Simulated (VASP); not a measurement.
Crystal: LiSc.

```xyz
8
Lattice="0.0000 4.5300 4.5300 4.5300 0.0000 4.5300 4.5300 4.5300 0.0000" Properties=species:S:1:pos:R:3 pbc="T T T"
Li    0.0000    0.0000    0.0000
Li    2.2650    0.0000    2.2650
Li    2.2650    4.5300    2.2650
Li    4.5300    4.5300    4.5300
Sc    2.2650    2.2650    0.0000
Sc    4.5300    2.2650    2.2650
Sc    0.0000    2.2650    2.2650
Sc    2.2650    2.2650    4.5300
```

| Quantity | Value |
| --- | --- |
| Program | VASP 6.6.1 |
| Task | relaxation of cell and atoms |
| Functional | LDA |
| Potentials or basis | VASP PAW LDA potentials, release 64 (Li_sv, Sc_sv) |
| Cutoff | 750 eV |
| k mesh | 9 × 9 × 9 |
| Occupations | fermi-dirac, width 0.05 eV |
| Spin | no spin polarisation |

At the start: pressure -4.2 GPa; volume 23.24 Å³/atom.

Question: How do energy, volume and symmetry change on relaxing?

Answer: Over 13 steps the energy falls by 65.6 meV/atom and the volume is 20.15 Å³/atom (-13.3 %); space group P4/mmm (No. 123, to 0.1 Å) before and after.

The path:
| step | energy change (eV) | largest force (eV/Å) | pressure (GPa) | volume (Å³) |
| --- | --- | --- | --- | --- |
| 1 | 0.0000 | 0.0000 | -4.23 | 185.92 |
| 2 | -0.3248 | 0.0000 | -2.01 | 169.90 |
| 3 | -0.3946 | 0.0000 | -0.22 | 160.59 |
| 4 | -0.3956 | 0.0000 | 0.07 | 159.31 |
| 5 | -0.3955 | 0.0000 | -0.05 | 159.82 |
| 6 | -0.3996 | 0.0000 | -0.05 | 159.85 |
| 7 | -0.4156 | 0.0000 | -0.03 | 159.93 |
| 8 | -0.4562 | 0.0000 | 0.02 | 159.96 |
| 9 | -0.5195 | 0.0000 | 0.27 | 159.61 |
| 10 | -0.3218 | 0.0000 | 1.74 | 157.31 |
| 11 | -0.5230 | 0.0000 | 0.36 | 159.46 |
| 12 | -0.5160 | 0.0000 | -0.66 | 164.72 |
| 13 | -0.5251 | 0.0000 | 0.02 | 161.17 |

Final structure:
```yaml
crystal:
  lattice:
    - [0.00000, 4.83699, 4.08172]
    - [4.08172, 0.00000, 4.08172]
    - [4.08172, 4.83699, 0.00000]
  atoms:
    - { symbol: Li, position: [0.00000, 0.00000, 0.00000] }
    - { symbol: Li, position: [0.00000, 0.50000, 0.00000] }
    - { symbol: Li, position: [0.50000, 0.00000, 0.50000] }
    - { symbol: Li, position: [0.50000, 0.50000, 0.50000] }
    - { symbol: Sc, position: [0.00000, 0.00000, 0.50000] }
    - { symbol: Sc, position: [0.00000, 0.50000, 0.50000] }
    - { symbol: Sc, position: [0.50000, 0.00000, 0.00000] }
    - { symbol: Sc, position: [0.50000, 0.50000, 0.00000] }
```
